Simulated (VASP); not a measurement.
Wanted: the native input for a VASP 6.6.1 run.

```yaml
Task: single point
Functional: PBE
Potentials_or_basis: VASP PAW PBE potentials, release 64 (Sn_d, O)
Cutoff: 520 eV
k_mesh: 10 × 10 × 8
Occupations: gaussian, width 0.01 eV
Spin: no spin polarisation
Dipole_correction: no
Further_INCAR_settings: ALGO = Normal; EDIFF = 1e-06; NBANDS = 28
```

The structure of SnO lies in POSCAR:

```
SnO
1.0
    3.6361670550      0.0000000000      0.0000000000
    0.0000000000      4.0701189618      0.0000000000
    0.0000000000      0.0000000000      5.1337885670
Sn O
2 2
Direct
    0.0000000000      0.5000000000      0.2262995615
    0.5000000000      0.0000000000      0.7737004385
    0.5000000000      0.5000000000     -0.0208249825
    0.0000000000      0.0000000000      0.0208249825
```

This cell differs from its parent crystal: uniaxial strain along a: -6.0 %, then relaxed in part.

These files were run (other wordings do the same):

INCAR

```
PREC = Accurate
ENCUT = 520
EDIFF = 1E-6
ISMEAR = 0
SIGMA = 0.01
LREAL = F
LASPH = T
NELM = 60
ALGO = Normal
ISIF = 2
LWAVE = F
LCHARG = F
GGA = PE
NBANDS = 28
```

KPOINTS

```
regular mesh
0
Gamma
  10 10 8
```

Potentials or basis: VASP PAW PBE potentials, release 64 (Sn_d, O).

The run is started by

```bash
$ cat potpaw_PBE.64/Sn_d/POTCAR potpaw_PBE.64/O/POTCAR > POTCAR
$ mpirun -np 1 vasp_std > vasp.out
```

Results of the run:

The pressure is 0.5 GPa and the largest force is 0.080 eV/Å. The band gap on the k mesh is 0.53 eV (least direct gap 2.09 eV).

Caveat: the cell differs from its parent crystal (uniaxial strain along a: -6.0 %, then relaxed in part); spin-orbit coupling is left out, which moves the levels of the heavy elements.

Wall time 3.6 min on 1 thread of Intel(R) Xeon(R) Platinum 8559C (Emerald Rapids), on a shared host, peak memory 0.4 GiB.
